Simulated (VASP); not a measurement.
Sr: single point with r2SCAN

The system is Sr.

```
CELL_PARAMETERS angstrom
-2.61900 2.61900 2.23100
2.61900 -2.61900 2.23100
2.61900 2.61900 -2.23100
ATOMIC_POSITIONS crystal
Sr 0.00000 0.00000 0.00000
```

This cell differs from its parent crystal: strain +0.080 along x and y, -0.080 along z.

* Program: VASP 6.6.1
* Task: single point
* Functional: r2SCAN
* Potentials or basis: VASP PAW PBE potentials, release 64 (Sr_sv)
* Cutoff: 520 eV
* k mesh: 14 × 14 × 14
* Occupations: gaussian, width 0.15 eV
* Spin: no spin polarisation
* Dipole correction: no
* Further INCAR settings: ALGO = Normal; EDIFF = 1e-07; NBANDS = 11

- Pressure: -0.8 GPa
- Band gap on the k mesh: zero (band 5 reaches 1.48 eV, above the bottom of band 6 at 0.98 eV)

Stress tensor (GPa, compression positive):
```
-1.08  0.00  0.00
 0.00 -1.08  0.00
 0.00  0.00 -0.23
```

Levels at points of the mesh, in eV from the Fermi level:
```tsv
k point	band 3	band 4	band 5	band 6	band 7	band 8
(0.00, 0.00, 0.00)	-19.52	-19.52	-3.66	2.05	3.03	3.03
(0.50, 0.00, 0.00)	-19.56	-19.53	-0.74	0.22	1.17	3.69
(0.50, 0.50, 0.00)	-19.56	-19.51	-1.12	-0.27	2.24	3.00
(0.50, 0.50, 0.50)	-19.63	-19.60	-0.08	0.16	2.74	2.74
```

Wall time 2.8 min on 1 thread of Intel(R) Xeon(R) 6975P-C (Granite Rapids), on a shared host, peak memory 0.31 GiB.

Caveat: the cell differs from its parent crystal (strain +0.080 along x and y, -0.080 along z); the PAW data sets were made with another functional, which shifts forces and pressure a little.
